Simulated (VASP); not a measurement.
Here is a VASP 6.6.1 calculation.

Contents of INCAR:

```
SYSTEM = WC
PREC = Accurate ; ENCUT = 520
EDIFF = 1E-6 ; ISMEAR = -1
SIGMA = 0.05 ; LREAL = Auto
LASPH = .True. ; NELM = 60
ALGO = Normal ; ISIF = 2
LWAVE = .False. ; LCHARG = .False.
GGA = PS ; IBRION = 2
NSW = 45 ; EDIFFG = -0.08
```

Contents of KPOINTS:

```
regular mesh
0
Gamma
  2 2 1
  0 0 0
```

The input POSCAR:

```
WC
1.0
    5.7996800000      0.0000000000      0.0000000000
   -2.8998400000      5.0226700000      0.0000000000
    0.0000000000      0.0000000000     15.2562950000
W C
8 8
Selective dynamics
Direct
    0.0000000000      0.0000000000      0.0655467000  F F F
    0.0000000000      0.0000000000      0.2515375000  T T T
    0.0000000000      0.5000000000      0.0655467000  F F F
    0.0000000000      0.5000000000      0.2515375000  T T T
    0.5000000000      0.0000000000      0.0655467000  F F F
    0.5000000000      0.0000000000      0.2515375000  T T T
    0.5000000000      0.5000000000      0.0655467000  F F F
    0.5000000000      0.5000000000      0.2515375000  T T T
    0.3333333000      0.1666667000      0.1585421000  T T T
    0.3333333000      0.1666667000      0.3445329000  T T T
    0.3333333000      0.6666667000      0.1585421000  T T T
    0.3333333000      0.6666667000      0.3445329000  T T T
    0.8333333000      0.1666667000      0.1585421000  T T T
    0.8333333000      0.1666667000      0.3445329000  T T T
    0.8333333000      0.6666667000      0.1585421000  T T T
    0.8333333000      0.6666667000      0.3445329000  T T T
```

Potentials or basis: VASP PAW PBE potentials, release 64 (W_sv, C).

Run with:

```console
$ cat potpaw_PBE.64/W_sv/POTCAR potpaw_PBE.64/C/POTCAR > POTCAR
$ mpirun -np 1 vasp_std > vasp.out
```

Problem. Predict the energy gained by relaxing.

Solution. 241.6 meV/atom.

Problem. Predict the band gap on the k mesh.

Solution. Zero (bands 72 and 73 overlap by 0.12 eV).

The path:
| step | energy change (eV) | largest force on free atoms (eV/Å) | pressure (GPa) |
| --- | --- | --- | --- |
| 1 | 0.0000 | 5.1211 | -7.44 |
| 2 | -1.8557 | 5.2590 | 0.27 |
| 3 | -3.4261 | 0.8388 | -4.34 |
| 4 | -3.4275 | 0.6545 | -4.50 |
| 5 | -3.6030 | 0.5494 | -3.70 |
| 6 | -3.7523 | 0.7440 | -1.61 |
| 7 | -3.8565 | 0.2895 | -0.57 |
| 8 | -3.8616 | 0.1647 | -0.27 |
| 9 | -3.8637 | 0.1878 | -0.34 |
| 10 | -3.8648 | 0.0803 | -0.31 |
| 11 | -3.8656 | 0.0635 | -0.55 |

Caveat: the k points lie up to 0.63 Å⁻¹ apart; there is no dipole correction, which matters where the two faces differ; the PAW data sets were made with another functional, which shifts forces and pressure a little; spin-orbit coupling is left out, which moves the levels of the heavy elements.
